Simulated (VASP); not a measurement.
Al4SbP3: single point with PBE

Crystal: Al4SbP3.

```
CELL_PARAMETERS angstrom
4.05997 0.00000 0.00000
0.00000 4.05997 0.00000
0.00000 0.00000 11.45963
ATOMIC_POSITIONS crystal
P 0.00000 0.00000 0.23479
P 0.50000 0.50000 0.00000
P 0.00000 0.00000 0.76521
Al 0.00000 0.50000 0.11725
Al 0.50000 0.00000 0.88275
Al 0.00000 0.50000 0.64740
Al 0.50000 0.00000 0.35260
Sb 0.50000 0.50000 0.50000
```

```json
{"Program": "VASP 6.6.1", "Task": "single point", "Functional": "PBE", "Potentials or basis": "VASP PAW PBE potentials, release 64 (P, Al, Sb)", "Cutoff": "520 eV", "k mesh": "6 × 6 × 2", "Occupations": "gaussian, width 0.01 eV", "Spin": "no spin polarisation"}
```

| Item | Value |
| --- | --- |
| Pressure | -2.0 GPa |
| Largest force | 0.006 eV/Å |
| Band gap on the k mesh | 0.80 eV (least direct gap 0.94 eV) |

Forces on the atoms (eV/Å):
```
P    0.000  0.000 -0.006
P    0.000  0.000  0.000
P    0.000  0.000  0.006
Al   0.000  0.000 -0.004
Al   0.000  0.000  0.004
Al   0.000  0.000  0.005
Al   0.000  0.000 -0.005
Sb   0.000  0.000  0.000
```

Levels at points of the mesh, in eV from the valence-band top:
```
           k point  band 13  band 14  band 15  band 16  band 17  band 18  band 19  band 20
(0.00, 0.00, 0.00)    -1.59    -0.60    -0.10    -0.10     0.84     1.37     1.55     2.10
(0.50, 0.00, 0.00)    -1.79    -1.35    -1.30     0.00     1.38     1.64     2.46     3.15
(0.50, 0.50, 0.00)    -2.70    -2.52    -2.52    -2.32     0.80     1.24     1.65     1.65
(0.00, 0.00, 0.50)    -1.40    -1.40    -0.24    -0.24     1.05     1.22     1.89     2.00
(0.50, 0.00, 0.50)    -1.84    -1.83    -1.80     0.00     2.05     2.17     2.19     3.00
(0.50, 0.50, 0.50)    -2.87    -2.86    -2.86    -2.59     1.78     1.98     2.03     2.31
```

It took 2.1 min on 1 thread of Intel(R) Xeon(R) Platinum 8259CL CPU @ 2.50GHz (Skylake/Cascade Lake), with other jobs on the host, peak memory 0.31 GiB.

Caveat: spin-orbit coupling is left out, which moves the levels of the heavy elements. A k mesh can miss the band edges.
